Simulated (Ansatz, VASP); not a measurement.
**ZnO: VASP beside Ansatz**

File INCAR:

```
  PREC = Accurate
  ENCUT = 520
  EDIFF = 1E-6
  ISMEAR = 0
  SIGMA = 0.02
  LREAL = False
  LASPH = True
  NELM = 60
  ALGO = Normal
  ISIF = 2
  LWAVE = False
  LCHARG = False
  GGA = CA
  IBRION = 2
  NSW = 70
  EDIFFG = -0.002
```

The input KPOINTS:

```
Automatic mesh
0
Gamma
  9 9 6
```

POSCAR

```
ZnO
1.0
    3.2494000000      0.0000000000      0.0000000000
   -1.6247000000      2.8140629500      0.0000000000
    0.0000000000      0.0000000000      5.2038000000
Zn O
2 2
Direct
    0.3333333300      0.6666666700      0.0000000000
    0.6666666700      0.3333333300      0.5000000000
    0.3333333300      0.6666666700      0.3830000000
    0.6666666700      0.3333333300      0.8830000000
```

Input for Ansatz:

```yaml
crystal:
  lattice:
    - [3.2494, 0.0, 0.0]
    - [-1.6247, 2.81406295, 0.0]
    - [0.0, 0.0, 5.2038]
  atoms:
    - { symbol: Zn, position: [0.33333333, 0.66666667, 0.0] }
    - { symbol: Zn, position: [0.66666667, 0.33333333, 0.5] }
    - { symbol: O, position: [0.33333333, 0.66666667, 0.383] }
    - { symbol: O, position: [0.66666667, 0.33333333, 0.883] }
basis:
  ecutwfc: 420
kpoints:
  mp_grid: { grid: [9, 9, 6] }
hamiltonian:
  xc: lda
  pseudopotentials: { kind: paw, azcp: { folder: soft_1 } }
scf:
  occupations: { method: gaussian, width: 0.02 }
output:
  forces: true
  stress: true
  eigenvalues: true
relax:
  adjacent_minimum: "off"
  f_tol: 0.002
  max_steps: 50
```

Alike in both runs: task relaxation of the atoms; functional LDA; k mesh 9 × 9 × 6; occupations gaussian, width 0.02 eV; no spin polarisation.

```csv
,VASP,Ansatz
version,VASP 6.6.1,Ansatz 0.2.0
potentials or method,"VASP PAW LDA potentials, release 64 (Zn, O), cutoff 520 eV","scalar-relativistic, plane waves, PAW"
valence electrons in the cell,36,36
```

|  | VASP | Ansatz | Ansatz less VASP |
| --- | --- | --- | --- |
| gap on the k mesh at the Fermi level, each at its own relaxed structure (eV) | 0.74 | 0.73 | -0.013 |

Ansatz warns that its potentials were made for another functional, while VASP's fit it. LDA's correlation is that of Perdew and Zunger in VASP and of Perdew and Wang (1992) in Ansatz. Ansatz's warnings: stress scf threshold loose.
